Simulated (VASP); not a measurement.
# SnSe (Fm-3m) in VASP: notebook

Runs on SnSe. Level: PBEsol. Tasks: electric field gradients.

Program: VASP 6.6.1. These are calculated values, not measurements. Logs are shortened: lines on timing, memory, paths and dates and some standing lists are left out, and cuts for length are marked.

### Step 1. The cell of the first run

The structure is cubic, space group Fm-3m (No. 225). Conventional cell: a = 6.021 Å, b = 6.021 Å, c = 6.021 Å, α = 90.00°, β = 90.00°, γ = 90.00°. Within 4.0 Å of Sn (site symmetry m-3m) lie 6 Se at 3.01 Å. Se (site symmetry m-3m) has 6 Sn at 3.01 Å within 4.0 Å.

### Step 2. Electric field gradients, PBEsol

Input file INCAR:

```
PREC = Accurate
ENCUT = 520
EDIFF = 1E-8
ISMEAR = -1
SIGMA = 0.05
LREAL = F
LASPH = T
NELM = 80
ALGO = Normal
ISIF = 2
LWAVE = F
LCHARG = F
GGA = PS
LEFG = T
NBANDS = 17
```

Input file KPOINTS:

```
Automatic mesh
0
Gamma
  11 11 11
```

Input file POSCAR:

```
SnSe
1.0
    0.0000000000      3.0104337128      3.0104337128
    3.0104337128      0.0000000000      3.0104337128
    3.0104337128      3.0104337128      0.0000000000
Sn Se
1 1
Direct
    0.0000000000      0.0000000000      0.0000000000
    0.5000000000      0.5000000000      0.5000000000
```

Potentials or basis: VASP PAW PBE potentials, release 64 (Sn_d, Se).

Launch:

```console
$ cat potpaw_PBE.64/Sn_d/POTCAR potpaw_PBE.64/Se/POTCAR > POTCAR
$ mpirun -np 1 vasp_std > vasp.out
```

OUTCAR:

```text
PREC = Accurate
   ENCUT = 520
   EDIFF = 1E-8
   ISMEAR = -1
   LREAL = F
   LASPH = T
   NELM = 80
   ISIF = 2
   GGA = PS

 ion  position               nearest neighbor table
   1  0.000  0.000  0.000-   2 3.01   2 3.01   2 3.01   2 3.01   2 3.01   2 3.01
   2  0.500  0.500  0.500-   1 3.01   1 3.01   1 3.01   1 3.01   1 3.01   1 3.01

  LATTYP: Found a face centered cubic cell.
 ALAT       =     6.0208674256

  Lattice vectors:

 A1 = (   0.0000000000,   3.0104337128,   3.0104337128)
 A2 = (   3.0104337128,   0.0000000000,   3.0104337128)
 A3 = (   3.0104337128,   3.0104337128,   0.0000000000)

Analysis of symmetry for initial positions (statically):
=====================================================================
 Subroutine PRICEL returns:
 Original cell was already a primitive cell.

 Routine SETGRP: Setting up the symmetry group for a
 face centered cubic supercell.

 Subroutine GETGRP returns: Found 48 space group operations
 (whereof 48 operations were pure point group operations)
 out of a pool of 48 trial point group operations.

The static configuration has the point symmetry O_h .

Analysis of symmetry for dynamics (positions and initial velocities):
=====================================================================
 Subroutine PRICEL returns:
 Original cell was already a primitive cell.

 Routine SETGRP: Setting up the symmetry group for a
 face centered cubic supercell.

 Subroutine GETGRP returns: Found 48 space group operations
 (whereof 48 operations were pure point group operations)
 out of a pool of 48 trial point group operations.

The dynamic configuration has the point symmetry O_h .

 Subroutine INISYM returns: Found 48 space group operations
 (whereof 48 operations are pure point group operations),
 and found     1 'primitive' translations

----------------------------------------------------------------------------------------

                                     Primitive cell

  volume of cell :      54.5654

  direct lattice vectors                    reciprocal lattice vectors
     0.000000000  3.010433713  3.010433713    -0.166089025  0.166089025  0.166089025
     3.010433713  0.000000000  3.010433713     0.166089025 -0.166089025  0.166089025
     3.010433713  3.010433713  0.000000000     0.166089025  0.166089025 -0.166089025

  length of vectors
     4.257396185  4.257396185  4.257396185     0.287674630  0.287674630  0.287674630

  position of ions in fractional coordinates (direct lattice)
     0.000000000  0.000000000  0.000000000
     0.500000000  0.500000000  0.500000000

  ion indices of the primitive-cell ions
   primitive index   ion index
                 1           1
                 2           2

----------------------------------------------------------------------------------------

 KPOINTS: Automatic mesh

Automatic generation of k-mesh.
 Grid dimensions read from file:
 generate k-points for:   11   11   11

 Generating k-lattice:

  Cartesian coordinates                     Fractional coordinates (reciprocal lattice)
    -0.015099002  0.015099002  0.015099002     0.090909091  0.000000000  0.000000000
     0.015099002 -0.015099002  0.015099002     0.000000000  0.090909091  0.000000000
     0.015099002  0.015099002 -0.015099002     0.000000000  0.000000000  0.090909091

  Length of vectors
     0.026152239  0.026152239  0.026152239

  Shift w.r.t. Gamma in fractional coordinates (k-lattice)
     0.000000000  0.000000000  0.000000000

 Subroutine IBZKPT returns following result:
 ===========================================

 Found     56 irreducible k-points:

 Following reciprocal coordinates:
            Coordinates               Weight
  0.000000  0.000000  0.000000      1.000000
  0.090909  0.000000  0.000000      8.000000
  0.181818  0.000000  0.000000      8.000000
  0.272727  0.000000  0.000000      8.000000
  0.363636  0.000000  0.000000      8.000000
  0.454545  0.000000  0.000000      8.000000
[... 16 lines left out ...]
 -0.272727  0.181818  0.000000     24.000000
 -0.181818  0.181818  0.000000     12.000000
 [... further k-points ...]
   k-points           NKPTS =     56   k-points in BZ     NKDIM =     56   number of bands    NBANDS=     17
   number of dos      NEDOS =    301   number of ions     NIONS =      2
   total plane-waves  NPLWV =  32768
   dimension x,y,z NGX =    32 NGY =   32 NGZ =   32
   dimension x,y,z NGXF=    64 NGYF=   64 NGZF=   64
   ions per type =               1   1
   NGX,Y,Z   is equivalent  to a cutoff of  12.50, 12.50, 12.50 a.u.
   NGXF,Y,Z  is equivalent  to a cutoff of  24.99, 24.99, 24.99 a.u.
 SYSTEM =  unknown system
   PREC   = accura    normal or accurate (medium, high low for compatibility)
   ISTART =      0    job   : 0-new  1-cont  2-samecut
   ICHARG =      2    charge: 1-file 2-atom 10-const
   ISPIN  =      1    spin polarized calculation?
   LNONCOLLINEAR =      F non collinear calculations
   LSORBIT =      F    spin-orbit coupling
   LASPH  =      T    aspherical Exc in radial PAW
   ENCUT  =  520.0 eV  38.22 Ry    6.18 a.u.   7.92  7.92  7.92*2*pi/ulx,y,z
   NELM   =     80;   NELMIN=  2; NELMDL= -5     # of ELM steps
   EDIFF  = 0.1E-07   stopping-criterion for ELM
   LREAL  =      F    real-space projection
   EDIFFG = 0.1E-06   stopping-criterion for IOM
   NSW    =      0    number of steps for IOM
   IBRION =     -1    ionic relax: 0-MD 1-quasi-New 2-CG
   NFREE  =      0    steps in history (QN), initial steepest desc. (CG)
   ISIF   =      2    stress and relaxation
   ISYM   =      2    0-nonsym 1-usesym 2-fastsym
   POTIM  = 0.5000    time-step for ionic-motion
   TEBEG  =    0.0;   TEEND  =   0.0 temperature during run
   PSTRESS=    0.0 pullay stress
   NELECT =      20.0000    total number of electrons
   NUPDOWN=      -1.0000    fix difference up-down
   EMIN   =  10.00;   EMAX   =-10.00  energy-range for DOS
   EFERMI =   0.00;   METHOD = LEGACY
   ISMEAR =    -1;   SIGMA  =   0.05  broadening in eV -4-tet -1-fermi 0-gaus
   EFERMI_NEDOS =   21; number of points for ismear=-14 and -15
   IALGO  =     38    algorithm
   IMIX   =      4    mixing-type and parameters
     AMIX     =   0.40;   BMIX     =  1.00
     AMIX_MAG =   1.60;   BMIX_MAG =  1.00
  volume/ion in A,a.u.               =      27.28       184.11
  Fermi-wavevector in a.u.,A,eV,Ry     =   1.171599  2.214002 18.675967  1.372645
  Thomas-Fermi vector in A             =   2.308041
   LORBIT       =      0    0 simple, 1 ext, 2 COOP (PROOUT), +10 PAW based schemes
   GGA     = PS    functional components
   LHFCALC =     F    Hartree Fock is set to
   AEXX    =    0.0000 exact exchange contribution
   IVDW    =     0    specifies the selected vdW correction
   LEPSILON=     F    determine dielectric tensor
   LRPA    =     F    only Hartree local field effects (RPA)
 non-spin polarized calculation
  energy-cutoff  :      520.00
  volume of cell :       54.57
 maximum number of plane-waves:      1480
   NGX = 15   NGY = 15   NGZ = 15

 number of electron      20.0000005 magnetization

 Free energy of the ion-electron system (eV)
  ---------------------------------------------------
  ext. energy  EPLUGINS =         0.00000000
  ---------------------------------------------------
  free energy    TOTEN  =        -8.96579325 eV

  energy without entropy =       -8.96553410  energy(sigma->0) =       -8.96566367

 E-fermi :   5.6076     XC(G=0):  -9.7723

 val. band max:        5.3843956355   @ k =  -0.3636   0.0909   0.0000
 cond. band min:       5.8358776299   @ k =  -0.3636   0.0909   0.0000
 fundamental gap:      0.4514819944
 Fermi energy:         5.6075978091

 k-point     1 :       0.0000    0.0000    0.0000
  band No.  band energies     occupation
      1     -16.0455      2.00000
      2     -16.0455      2.00000
      3     -16.0455      2.00000
      4     -16.0446      2.00000
      5     -16.0446      2.00000
      6      -8.4320      2.00000
[... 9 lines left out ...]
     16      11.2428      0.00000
     17      13.4940      0.00000

 k-point     2 :       0.0909    0.0000    0.0000
  band No.  band energies     occupation
      1     -16.0455      2.00000
      2     -16.0455      2.00000
      3     -16.0452      2.00000
      4     -16.0442      2.00000
      5     -16.0442      2.00000
      6      -8.3732      2.00000
[... 9 lines left out ...]
     16      11.4488      0.00000
     17      14.1588      0.00000
[... 421 lines left out ...]
 k-point    24 :      -0.1818    0.1818    0.0000
  band No.  band energies     occupation
      1     -16.0496      2.00000
      2     -16.0489      2.00000
      3     -16.0436      2.00000
      4     -16.0399      2.00000
      5     -16.0359      2.00000
      6      -7.8782      2.00000
[... 9 lines left out ...]
     16      14.3872      0.00000
     17      14.8360      0.00000

 [... further k-points ...]

------------------------ aborting loop because EDIFF is reached ----------------------------------------

  FORCE on cell =-STRESS in cart. coord.  units (eV):
  Direction    XX          YY          ZZ          XY          YZ          ZX
  --------------------------------------------------------------------------------------
  -------------------------------------------------------------------------------------
  Total       -0.6140447     -0.6140447     -0.6140447      0.0000000     -0.0000000      0.0000000
  in kB      -18.0299023    -18.0299023    -18.0299023      0.0000000     -0.0000000      0.0000000
  external PRESSURE =     -18.0299023 kB  Pullay stress =       0.0000000 kB

 VOLUME and BASIS-vectors are now :
 -----------------------------------------------------------------------------
  energy-cutoff  :      520.00
  volume of cell :       54.57
      direct lattice vectors                 reciprocal lattice vectors
     0.000000000  3.010433713  3.010433713    -0.166089025  0.166089025  0.166089025
     3.010433713  0.000000000  3.010433713     0.166089025 -0.166089025  0.166089025
     3.010433713  3.010433713  0.000000000     0.166089025  0.166089025 -0.166089025

 POSITION                                       TOTAL-FORCE (eV/Angst)
 -----------------------------------------------------------------------------------
      0.00000      0.00000      0.00000        -0.000000     -0.000000      0.000000
      3.01043      3.01043      3.01043         0.000000      0.000000     -0.000000
 -----------------------------------------------------------------------------------
    total drift:                                0.000000     -0.000000     -0.000000

  FREE ENERGIE OF THE ION-ELECTRON SYSTEM (eV)
  ---------------------------------------------------
  free  energy   TOTEN  =        -8.9657932459 eV

  energy  without entropy=       -8.9655341028  energy(sigma->0) =       -8.96566367

 Electric field gradients (V/A^2)
---------------------------------------------------------------------
 ion       V_xx      V_yy      V_zz      V_xy      V_xz      V_yz
---------------------------------------------------------------------
   1       0.000    -0.000    -0.000     0.002     0.002     0.002
   2      -0.000    -0.000     0.000    -0.000    -0.000    -0.000
---------------------------------------------------------------------

 Electric field gradients after diagonalization (V/A^2)
 (convention: |V_zz| > |V_xx| > |V_yy|)
----------------------------------------------------------------------
 ion       V_xx      V_yy      V_zz     asymmetry (V_yy - V_xx)/ V_zz
----------------------------------------------------------------------
   1      -0.002    -0.002     0.003       0.000
   2       0.000     0.000    -0.000       0.000
----------------------------------------------------------------------

           NMR quadrupolar parameters

 Cq : quadrupolar parameter    Cq=e*Q*V_zz/h
 eta: asymmetry parameters     (V_yy - V_xx)/ V_zz
 Q  : nuclear electric quadrupole moment in mb (millibarn)
----------------------------------------------------------------------
 ion       Cq(MHz)       eta       Q (mb)
----------------------------------------------------------------------
   1       0.000       0.000       1.000
   2      -0.000       0.000       1.000
----------------------------------------------------------------------
```

Wall time 34 s (1 thread of Intel Xeon 6975P-C, shared host); peak memory 0.21 GiB.

Results:

- Free energy: -8.9658 eV
- Pressure: -1.8 GPa

Caveat: this odd mesh misses L, where the gap lies, so gap, dielectric constants and Born charges aren't listed; without QUAD_EFG the Cq values of the log hold for a quadrupole moment of 1 mb, not for the nuclei; the PAW data sets were made with another functional, which shifts forces and pressure a little; spin-orbit coupling is left out, which moves the levels of the heavy elements.

(Continued in part 2 of 3.)
